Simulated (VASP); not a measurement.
## Ta: single point with PBEsol

Ta:

```
Ta
1.0
    -1.59690    1.59690    1.59690
     1.59690   -1.59690    1.59690
     1.59690    1.59690   -1.59690
Ta
1
Cartesian
  0.0000 0.0000 0.0000
```

This cell differs from its parent crystal: volume scaled by 0.92.

| Property | Result |
| --- | --- |
| Program | VASP 6.6.1 |
| Task | single point |
| Functional | PBEsol |
| Potentials or basis | VASP PAW PBE potentials, release 64 (Ta_pv) |
| Cutoff | 520 eV |
| k mesh | 22 × 22 × 22 |
| Occupations | fermi-dirac, width 0.1 eV |
| Spin | no spin polarisation |
| Dipole correction | no |
| Further INCAR settings | ALGO = Normal; EDIFF = 1e-07; NBANDS = 12 |

```yaml
Pressure: 20.1 GPa
```

Levels at points of the mesh, in eV from the Fermi level:
```
           k point  band 3  band 4  band 5  band 6  band 7  band 8  band 9  band 10
(0.00, 0.00, 0.00)  -32.62   -8.31    0.70    0.70    0.70    4.34    4.34    15.51
(0.50, 0.00, 0.00)  -32.64   -4.87   -1.89    2.13    4.30    5.45    8.84    12.43
(0.50, 0.50, 0.50)  -33.74   -4.46   -4.46    7.70    7.70    7.70    9.64     9.64
```

Wall time 19 s on 1 thread of Intel(R) Xeon(R) 6975P-C (Granite Rapids) (shared host), peak memory 0.19 GiB.

Caveat: the PAW data sets were made with another functional, which shifts forces and pressure a little; spin-orbit coupling is left out, which moves the levels of the heavy elements.
